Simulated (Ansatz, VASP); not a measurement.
## GaSb: VASP beside Ansatz

File INCAR:

```
SYSTEM = GaSb
ALGO = Normal
EDIFF = 1E-6
ENCUT = 500
GGA = PS
GGA_COMPAT = .FALSE.
ISIF = 2
ISMEAR = 0
LASPH = .TRUE.
LCHARG = .FALSE.
LREAL = .FALSE.
LWAVE = .FALSE.
NBANDS = 16
NELM = 120
PREC = Accurate
SIGMA = 0.01
```

Contents of KPOINTS:

```
k-points
0
G
  10 10 10
  0 0 0
```

The input POSCAR:

```
GaSb
1.0
    0.0000000000      3.0251137357      3.0251137357
    3.0251137357      0.0000000000      3.0251137357
    3.0251137357      3.0251137357      0.0000000000
Ga Sb
1 1
Direct
    0.0000000000      0.0000000000      0.0000000000
    0.2500000000      0.2500000000      0.2500000000
```

Input for Ansatz:

```yaml
crystal:
  lattice:
    - [0.0, 3.0251137356, 3.0251137356]
    - [3.0251137356, 0.0, 3.0251137356]
    - [3.0251137356, 3.0251137356, 0.0]
  atoms:
    - { symbol: Ga, position: [0.0, 0.0, 0.0] }
    - { symbol: Sb, position: [0.25, 0.25, 0.25] }
basis:
  ecutwfc: 420
kpoints:
  mp_grid: { grid: [10, 10, 10] }
  band_path:
    path:
      - [0.0, 0.0, 0.0]
      - [0.0, 0.0, 0.0]
      - [0.0, 0.0, 0.0]
      - [0.0, 0.0, 0.0]
      - [0.0, 0.0, 0.0]
      - [0.0, 0.0, 0.0]
      - [0.0, 0.0, 0.0]
      - [0.0, 0.0, 0.0]
      - [0.0, 0.0, 0.0]
      - [0.0, 0.0, 0.0]
      - [0.0, 0.0, 0.0]
      - [0.0, 0.0, 0.0]
      - [0.0, 0.0, 0.0]
      - [0.0, 0.0, 0.0]
      - [0.0, 0.0, 0.0]
      - [0.0, 0.0, 0.0]
      - [0.0, 0.0, 0.0]
      - [0.0, 0.0, 0.0]
      - [0.0, 0.0, 0.0]
      - [0.0, 0.0, 0.0]
      - [0.0, 0.0, 0.0]
      - [0.0, 0.0, 0.0]
      - [0.0, 0.0, 0.0]
      - [0.0, 0.0, 0.0]
      - [0.0, 0.0, 0.0]
      - [0.0, 0.0, 0.0]
      - [0.3, 0.3, 0.0]
      - [0.3166666667, 0.3166666667, 0.0]
      - [0.3333333333, 0.3333333333, 0.0]
      - [0.35, 0.35, 0.0]
      - [0.3666666667, 0.3666666667, 0.0]
      - [0.3833333333, 0.3833333333, 0.0]
      - [0.4, 0.4, 0.0]
      - [0.4166666667, 0.4166666667, 0.0]
      - [0.4333333333, 0.4333333333, 0.0]
      - [0.45, 0.45, 0.0]
      - [0.4666666667, 0.4666666667, 0.0]
      - [0.4833333333, 0.4833333333, 0.0]
      - [0.5, 0.5, 0.0]
      - [0.5, 0.5, 0.5]
      - [0.5, 0.5, 0.5]
      - [0.5, 0.5, 0.5]
      - [0.5, 0.5, 0.5]
      - [0.5, 0.5, 0.5]
      - [0.5, 0.5, 0.5]
      - [0.5, 0.5, 0.5]
      - [0.5, 0.5, 0.5]
      - [0.5, 0.5, 0.5]
      - [0.5, 0.5, 0.5]
      - [0.5, 0.5, 0.5]
      - [0.5, 0.5, 0.5]
      - [0.5, 0.5, 0.5]
    npoints: 1
hamiltonian:
  xc: pbesol
  pseudopotentials: { kind: paw }
scf:
  occupations: { method: gaussian, width: 0.01 }
  n_extra_bands: 5
output:
  eigenvalues: true
```

Alike in both runs: task single point; functional PBEsol; k mesh 10 × 10 × 10; occupations gaussian, width 0.01 eV; no spin polarisation.

|  | VASP | Ansatz |
| --- | --- | --- |
| version | VASP 6.6.1 | Ansatz 0.2.0 |
| potentials or method | VASP PAW PBE potentials, release 64 (Ga_d, Sb), cutoff 500 eV | scalar-relativistic, plane waves, PAW |
| valence electrons in the cell | 18 | 28 |

|  | VASP | Ansatz | Ansatz less VASP |
| --- | --- | --- | --- |
| gap on the k mesh at the Fermi level (eV) | 0.23 | 0.22 | -0.014 |
| least direct gap on the mesh (eV) | 0.23 | 0.22 | -0.014 |

VASP's potentials were made for PBE, not for PBEsol. With one functional, cell and mesh, what is left measures potentials, basis and numerics. VASP's potentials hold 18 valence electrons a cell and Ansatz's 28, so a difference there can come from the potentials and not from the codes.

Neither program's run includes spin-orbit coupling.
